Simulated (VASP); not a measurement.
# Fe (Im-3m) in VASP: single point with PBE

Aim: the single point of Fe with PBE.

Everything below comes from runs of VASP 6.6.1. Logs are shortened: lines on timing, memory, paths and dates and some standing lists are left out, and cuts for length are marked.

**1. The cell of the first run**

The structure is cubic, space group Im-3m (No. 229). Conventional cell: a = 2.860 Å, b = 2.860 Å, c = 2.860 Å, α = 90.00°, β = 90.00°, γ = 90.00°. Within 3.3 Å of Fe (site symmetry m-3m) lie 14 Fe at 2.48 to 2.86 Å.

**2. Single point, PBE, collinear spin, ferromagnetic start**

Contents of INCAR:

```
ALGO = Normal
EDIFF = 1E-7
ENCUT = 520
GGA = PE
ISIF = 2
ISMEAR = -1
ISPIN = 2
LASPH = T
LCHARG = T
LELF = T
LMAXMIX = 4
LORBIT = 11
LREAL = F
LVHAR = T
LWAVE = F
MAGMOM = 4
NBANDS = 14
NELM = 150
PREC = Accurate
SIGMA = 0.05
```

Contents of KPOINTS:

```
k-points
0
Gamma
  15 15 15
```

Contents of POSCAR:

```
Fe
1.0
   -1.4302000000      1.4302000000      1.4302000000
    1.4302000000     -1.4302000000      1.4302000000
    1.4302000000      1.4302000000     -1.4302000000
Fe
1
Direct
    0.0000000000      0.0000000000      0.0000000000
```

Potentials or basis: VASP PAW PBE potentials, release 64 (Fe).

The run is started by

```sh
cat potpaw_PBE.64/Fe/POTCAR > POTCAR
mpirun -np 1 vasp_std > vasp.out
```

OUTCAR:

```text
EDIFF = 1E-7
   ENCUT = 520
   GGA = PE
   ISIF = 2
   ISMEAR = -1
   ISPIN = 2
   LASPH = T
   LORBIT = 11
   LREAL = F
   NELM = 150
   PREC = Accurate

 ion  position               nearest neighbor table
   1  0.000  0.000  0.000-

  LATTYP: Found a body centered cubic cell.
 ALAT       =     2.8604000000

  Lattice vectors:

 A1 = (  -1.4302000000,   1.4302000000,   1.4302000000)
 A2 = (   1.4302000000,  -1.4302000000,   1.4302000000)
 A3 = (   1.4302000000,   1.4302000000,  -1.4302000000)

Analysis of symmetry for initial positions (statically):
=====================================================================
 Subroutine PRICEL returns:
 Original cell was already a primitive cell.

 Routine SETGRP: Setting up the symmetry group for a
 body centered cubic supercell.

 Subroutine GETGRP returns: Found 48 space group operations
 (whereof 48 operations were pure point group operations)
 out of a pool of 48 trial point group operations.

The static configuration has the point symmetry O_h .

Analysis of symmetry for dynamics (positions and initial velocities):
=====================================================================
 Subroutine PRICEL returns:
 Original cell was already a primitive cell.

 Routine SETGRP: Setting up the symmetry group for a
 body centered cubic supercell.

 Subroutine GETGRP returns: Found 48 space group operations
 (whereof 48 operations were pure point group operations)
 out of a pool of 48 trial point group operations.

The dynamic configuration has the point symmetry O_h .

Analysis of structural, dynamic, and magnetic symmetry:
=====================================================================
 Subroutine PRICEL returns:
 Original cell was already a primitive cell.

 Routine SETGRP: Setting up the symmetry group for a
 body centered cubic supercell.

 Subroutine GETGRP returns: Found 48 space group operations
 (whereof 48 operations were pure point group operations)
 out of a pool of 48 trial point group operations.

The overall configuration has the point symmetry O_h .

 Subroutine INISYM returns: Found 48 space group operations
 (whereof 48 operations are pure point group operations),
 and found     1 'primitive' translations

----------------------------------------------------------------------------------------

                                     Primitive cell

  volume of cell :      11.7017

  direct lattice vectors                    reciprocal lattice vectors
    -1.430200000  1.430200000  1.430200000     0.000000000  0.349601454  0.349601454
     1.430200000 -1.430200000  1.430200000     0.349601454  0.000000000  0.349601454
     1.430200000  1.430200000 -1.430200000     0.349601454  0.349601454  0.000000000

  length of vectors
     2.477179065  2.477179065  2.477179065     0.494411118  0.494411118  0.494411118

  position of ions in fractional coordinates (direct lattice)
     0.000000000  0.000000000  0.000000000

  ion indices of the primitive-cell ions
   primitive index   ion index
                 1           1

----------------------------------------------------------------------------------------

 KPOINTS: k-points

Automatic generation of k-mesh.
 Grid dimensions read from file:
 generate k-points for:   15   15   15

 Generating k-lattice:

  Cartesian coordinates                     Fractional coordinates (reciprocal lattice)
     0.000000000  0.023306764  0.023306764     0.066666667  0.000000000  0.000000000
     0.023306764  0.000000000  0.023306764     0.000000000  0.066666667  0.000000000
     0.023306764  0.023306764  0.000000000     0.000000000  0.000000000  0.066666667

  Length of vectors
     0.032960741  0.032960741  0.032960741

  Shift w.r.t. Gamma in fractional coordinates (k-lattice)
     0.000000000  0.000000000  0.000000000

 Subroutine IBZKPT returns following result:
 ===========================================

 Found    120 irreducible k-points:

 Following reciprocal coordinates:
            Coordinates               Weight
  0.000000  0.000000  0.000000      1.000000
  0.066667  0.000000  0.000000     12.000000
  0.133333  0.000000  0.000000     12.000000
  0.200000  0.000000  0.000000     12.000000
  0.266667  0.000000  0.000000     12.000000
  0.333333  0.000000  0.000000     12.000000
[... 16 lines left out ...]
  0.333333  0.200000  0.000000     48.000000
  0.400000  0.200000  0.000000     24.000000
 [... further k-points ...]
   k-points           NKPTS =    120   k-points in BZ     NKDIM =    120   number of bands    NBANDS=     14
   number of dos      NEDOS =    301   number of ions     NIONS =      1
   total plane-waves  NPLWV =   5832
   dimension x,y,z NGX =    18 NGY =   18 NGZ =   18
   dimension x,y,z NGXF=    36 NGYF=   36 NGZF=   36
   ions per type =               1
   NGX,Y,Z   is equivalent  to a cutoff of  12.08, 12.08, 12.08 a.u.
   NGXF,Y,Z  is equivalent  to a cutoff of  24.16, 24.16, 24.16 a.u.
 SYSTEM =  unknown system
   PREC   = accura    normal or accurate (medium, high low for compatibility)
   ISTART =      0    job   : 0-new  1-cont  2-samecut
   ICHARG =      2    charge: 1-file 2-atom 10-const
   ISPIN  =      2    spin polarized calculation?
   LNONCOLLINEAR =      F non collinear calculations
   LSORBIT =      F    spin-orbit coupling
   LASPH  =      T    aspherical Exc in radial PAW
   ENCUT  =  520.0 eV  38.22 Ry    6.18 a.u.   4.61  4.61  4.61*2*pi/ulx,y,z
   NELM   =    150;   NELMIN=  2; NELMDL= -5     # of ELM steps
   EDIFF  = 0.1E-06   stopping-criterion for ELM
   LREAL  =      F    real-space projection
   EDIFFG = 0.1E-05   stopping-criterion for IOM
   NSW    =      0    number of steps for IOM
   IBRION =     -1    ionic relax: 0-MD 1-quasi-New 2-CG
   NFREE  =      0    steps in history (QN), initial steepest desc. (CG)
   ISIF   =      2    stress and relaxation
   ISYM   =      2    0-nonsym 1-usesym 2-fastsym
   POTIM  = 0.5000    time-step for ionic-motion
   TEBEG  =    0.0;   TEEND  =   0.0 temperature during run
   PSTRESS=    0.0 pullay stress
   NELECT =       8.0000    total number of electrons
   NUPDOWN=      -1.0000    fix difference up-down
   EMIN   =  10.00;   EMAX   =-10.00  energy-range for DOS
   EFERMI =   0.00;   METHOD = LEGACY
   ISMEAR =    -1;   SIGMA  =   0.05  broadening in eV -4-tet -1-fermi 0-gaus
   EFERMI_NEDOS =   21; number of points for ismear=-14 and -15
   IALGO  =     38    algorithm
   IMIX   =      4    mixing-type and parameters
     AMIX     =   0.40;   BMIX     =  1.00
     AMIX_MAG =   1.60;   BMIX_MAG =  1.00
  volume/ion in A,a.u.               =      11.70        78.97
  Fermi-wavevector in a.u.,A,eV,Ry     =   1.442186  2.725337 28.298779  2.079902
  Thomas-Fermi vector in A             =   2.560735
   LORBIT       =     11    0 simple, 1 ext, 2 COOP (PROOUT), +10 PAW based schemes
   GGA     = PE    functional components
   LHFCALC =     F    Hartree Fock is set to
   AEXX    =    0.0000 exact exchange contribution
   IVDW    =     0    specifies the selected vdW correction
   LEPSILON=     F    determine dielectric tensor
   LRPA    =     F    only Hartree local field effects (RPA)
 spin polarized calculation
  energy-cutoff  :      520.00
  volume of cell :       11.70
 maximum number of plane-waves:       327
   NGX =  9   NGY =  9   NGZ =  9

 number of electron       8.0000001 magnetization       2.2290776

 Free energy of the ion-electron system (eV)
  ---------------------------------------------------
  ext. energy  EPLUGINS =         0.00000000
  ---------------------------------------------------
  free energy    TOTEN  =        -8.24151422 eV

  energy without entropy =       -8.23324134  energy(sigma->0) =       -8.23737778

 E-fermi :   5.5125     XC(G=0): -12.9493

 val. band max:        5.5092708016   @ k =  -0.4667   0.4667   0.4667
 cond. band min:       5.5203311991   @ k =  -0.4667  -0.4667   0.4000
 fundamental gap:      0.0110603975
 Fermi energy:         5.5125190727

 spin component 1

 k-point     1 :       0.0000    0.0000    0.0000
  band No.  band energies     occupation
      1      -2.7308      1.00000
      2       3.2716      1.00000
      3       3.2716      1.00000
      4       3.2716      1.00000
      5       4.4254      1.00000
      6       4.4254      1.00000
      7      30.2618      0.00000
      8      30.2618      0.00000
      9      30.2618      0.00000
     10      35.1566      0.00000
     11      35.1566      0.00000
     12      37.2915      0.00000
     13      37.2915      0.00000
     14      37.2915      0.00000

 k-point     2 :       0.0667    0.0000    0.0000
  band No.  band energies     occupation
      1      -2.5509      1.00000
      2       3.2240      1.00000
      3       3.2681      1.00000
      4       3.3663      1.00000
      5       4.3786      1.00000
      6       4.4292      1.00000
      7      29.0440      0.00000
      8      29.9767      0.00000
      9      30.1136      0.00000
     10      34.4203      0.00000
     11      34.9965      0.00000
     12      35.0863      0.00000
     13      36.0925      0.00000
     14      37.7920      0.00000
[... 343 lines left out ...]
      1       1.4579      1.00000
      2       2.3305      1.00000
      3       3.1863      1.00000
      4       4.4511      1.00000
      5       4.8954      1.00000
      6       8.3705      0.00000
      7      14.1105      0.00000
      8      18.1722      0.00000
      9      24.5460      0.00000
     10      31.3041      0.00000
     11      35.5727      0.00000
     12      39.1109      0.00000
     13      43.0207      0.00000
     14      47.1126      0.00000

 k-point    24 :       0.4000    0.2000    0.0000
  band No.  band energies     occupation
      1       1.4447      1.00000
      2       2.3261      1.00000
      3       3.2835      1.00000
      4       4.4850      1.00000
      5       4.9631      0.99998
      6       9.2789      0.00000
      7      12.8220      0.00000
      8      17.9760      0.00000
      9      24.3599      0.00000
     10      31.3221      0.00000
     11      35.9270      0.00000
     12      38.8840      0.00000
     13      42.7120      0.00000
     14      48.8339      0.00000

 [... further k-points ...]

 spin component 2

 k-point     1 :       0.0000    0.0000    0.0000
  band No.  band energies     occupation
      1      -2.5778      1.00000
      2       5.2258      0.99678
      3       5.2259      0.99677
      4       5.2260      0.99677
      5       7.2108      0.00000
      6       7.2109      0.00000
      7      29.9848      0.00000
      8      29.9848      0.00000
      9      29.9848      0.00000
     10      35.3287      0.00000
     11      35.3287      0.00000
     12      37.9436      0.00000
     13      37.9436      0.00000
     14      37.9437      0.00000

 k-point     2 :       0.0667    0.0000    0.0000
  band No.  band energies     occupation
      1      -2.3971      1.00000
      2       5.1678      0.99899
      3       5.2154      0.99738
      4       5.3294      0.97498
      5       7.1478      0.00000
      6       7.2151      0.00000
      7      28.9591      0.00000
      8      29.7614      0.00000
      9      29.9097      0.00000
     10      34.7282      0.00000
     11      35.7512      0.00000
     12      35.8513      0.00000
     13      36.3939      0.00000
     14      38.3821      0.00000
[... 343 lines left out ...]
      1       2.7506      1.00000
      2       4.0240      1.00000
      3       4.5785      1.00000
      4       6.9836      0.00000
      5       7.4818      0.00000
      6       9.8502      0.00000
      7      15.1618      0.00000
      8      18.8279      0.00000
      9      25.0195      0.00000
     10      31.5156      0.00000
     11      35.7386      0.00000
     12      39.5704      0.00000
     13      43.7430      0.00000
     14      47.3813      0.00000

 k-point    24 :       0.4000    0.2000    0.0000
  band No.  band energies     occupation
      1       2.8457      1.00000
      2       4.0165      1.00000
      3       4.6940      1.00000
      4       7.0326      0.00000
      5       7.4977      0.00000
      6      10.5072      0.00000
      7      14.0564      0.00000
      8      18.6267      0.00000
      9      24.8260      0.00000
     10      31.5569      0.00000
     11      36.0112      0.00000
     12      39.3805      0.00000
     13      43.5486      0.00000
     14      48.7682      0.00000

 [... further k-points ...]

------------------------ aborting loop because EDIFF is reached ----------------------------------------

  FORCE on cell =-STRESS in cart. coord.  units (eV):
  Direction    XX          YY          ZZ          XY          YZ          ZX
  --------------------------------------------------------------------------------------
  -------------------------------------------------------------------------------------
  Total       -0.4020669     -0.4020669     -0.4020669      0.0000000     -0.0000000     -0.0000000
  in kB      -55.0501593    -55.0501593    -55.0501593      0.0000000     -0.0000000     -0.0000000
  external PRESSURE =     -55.0501593 kB  Pullay stress =       0.0000000 kB

 VOLUME and BASIS-vectors are now :
 -----------------------------------------------------------------------------
  energy-cutoff  :      520.00
  volume of cell :       11.70
      direct lattice vectors                 reciprocal lattice vectors
    -1.430200000  1.430200000  1.430200000     0.000000000  0.349601454  0.349601454
     1.430200000 -1.430200000  1.430200000     0.349601454  0.000000000  0.349601454
     1.430200000  1.430200000 -1.430200000     0.349601454  0.349601454  0.000000000

 POSITION                                       TOTAL-FORCE (eV/Angst)
 -----------------------------------------------------------------------------------
      0.00000      0.00000      0.00000         0.000000      0.000000      0.000000
 -----------------------------------------------------------------------------------
    total drift:                                0.000000      0.000000      0.000000

  FREE ENERGIE OF THE ION-ELECTRON SYSTEM (eV)
  ---------------------------------------------------
  free  energy   TOTEN  =        -8.2415142182 eV

  energy  without entropy=       -8.2332413364  energy(sigma->0) =       -8.23737778

 total charge

# of ion       s       p       d       tot
------------------------------------------
    1        0.475   0.515   6.219   7.208

 magnetization (x)

# of ion       s       p       d       tot
------------------------------------------
    1       -0.014  -0.057   2.304   2.233
```

It took 16 s on 1 thread of Intel Xeon 6975P-C (Granite Rapids), shared host; peak memory 0.14 GiB.

Results:

- Free energy: -8.2415 eV
- Pressure: -5.5 GPa
- Net moment: 2.23 μB per cell
- Site moments: Fe +2.23 μB
- Valence electrons inside the program's atomic spheres: Fe 7.21
